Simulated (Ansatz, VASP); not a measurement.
# Two plane-wave programs on PbS

POSCAR

```
PbS
1.0
    0.0000000000      2.8760500000      3.0539500000
    2.8760500000      0.0000000000      3.0539500000
    2.8760500000      2.8760500000      0.0000000000
Pb S
1 1
Direct
    0.0000000000      0.0000000000      0.0000000000
    0.5000000000      0.5000000000      0.5000000000
```

The input INCAR.step1:

```
SYSTEM = PbS
PREC = Accurate
ENCUT = 520
ISMEAR = 0
SIGMA = 0.05
LREAL = .FALSE.
LASPH = .TRUE.
NELM = 100
NBANDS = 17
GGA = PE
ALGO = Normal
EDIFF = 1E-4
LWAVE = .TRUE.
LCHARG = .FALSE.
```

File INCAR.step2:

```
SYSTEM = PbS
PREC = Accurate
ENCUT = 520
EDIFF = 1E-6
ISMEAR = 0
SIGMA = 0.05
LREAL = .FALSE.
LASPH = .TRUE.
NELM = 100
ALGO = Normal
ISIF = 2
LWAVE = .FALSE.
LCHARG = .FALSE.
METAGGA = R2SCAN
LMIXTAU = .TRUE.
NBANDS = 17
ISTART = 1
```

KPOINTS

```
regular mesh
0
G
  8 8 8
  0 0 0
```

Input for Ansatz:

```yaml
crystal:
  lattice:
    - [0.0, 2.87605, 3.05395]
    - [2.87605, 0.0, 3.05395]
    - [2.87605, 2.87605, 0.0]
  atoms:
    - { symbol: Pb, position: [0.0, 0.0, 0.0] }
    - { symbol: S, position: [0.5, 0.5, 0.5] }
basis:
  ecutwfc: 500
kpoints:
  mp_grid: { grid: [8, 8, 8] }
hamiltonian:
  xc: r2scan
scf:
  occupations: { method: gaussian, width: 0.05 }
output:
  forces: true
  stress: true
  eigenvalues: true
```

Change from the starting cell: strain -0.030 along x and y, +0.030 along z, atoms carried along.

Alike in both runs: task single point; functional r2SCAN; k mesh 8 × 8 × 8; occupations gaussian, width 0.05 eV; no spin polarisation.

```csv
,VASP,Ansatz
version,VASP 6.6.1,Ansatz 0.2.0
potentials or method,"VASP PAW PBE potentials, release 64 (Pb_d, S), cutoff 520 eV","scalar-relativistic, plane waves, PAW"
valence electrons in the cell,20,20
```

```tsv
	VASP	Ansatz	Ansatz less VASP
gap on the k mesh at the Fermi level (eV)	0.38	0.37	-0.011
least direct gap on the mesh (eV)	0.38	0.37	-0.011
pressure (GPa)	4.1	4.1	+0.02
traceless stress, the component that is largest in VASP (GPa)	-5.64	-5.62	+0.022
```

VASP's potentials were made for PBE, not for r2SCAN.

Spin-orbit coupling is off throughout.
